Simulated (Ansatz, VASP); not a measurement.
**ZrB: VASP beside Ansatz**

```xyz
2
Lattice="0.0000 2.3250 2.3250 2.3250 0.0000 2.3250 2.3250 2.3250 0.0000" Properties=species:S:1:pos:R:3 pbc="T T T"
Zr    0.0000    0.0000    0.0000
B     2.3250    2.3250    2.3250
```

Alike in both runs: task relaxation of cell and atoms; functional revPBE; k mesh 10 × 10 × 10; occupations fermi-dirac, width 0.05 eV; no spin polarisation.

|  | VASP | Ansatz |
| --- | --- | --- |
| version | VASP 6.6.1 | Ansatz 0.2.0 |
| potentials or method | VASP PAW PBE potentials, release 64 (Zr_sv, B) | Ansatz PAW |
| plane-wave cutoff (eV) | 600 | 420 |
| valence electrons in the cell | 15 | 15 |

```tsv
	VASP	Ansatz	Ansatz less VASP
gap on the k mesh at the Fermi level, each at its own relaxed structure (eV)	none	none	-
relaxed volume (Å³/atom)	14.93	14.93	-0.006
relaxed length of the cell vector where the two differ most in proportion (Å)	3.482	3.482	-0.0005
```

VASP's potentials were made for PBE, not for revPBE. A gap of «none» marks a metal or a gap that the smearing closes.

Noted on VASP's run: the volume moved by over 15 % at a fixed basis, so the end points are rough. Noted on Ansatz's run: the volume moved by over 15 % at a fixed basis, so the end points are rough; the plane-wave basis is chosen anew once the cell has moved, so the energies of steps on either side of that aren't comparable.
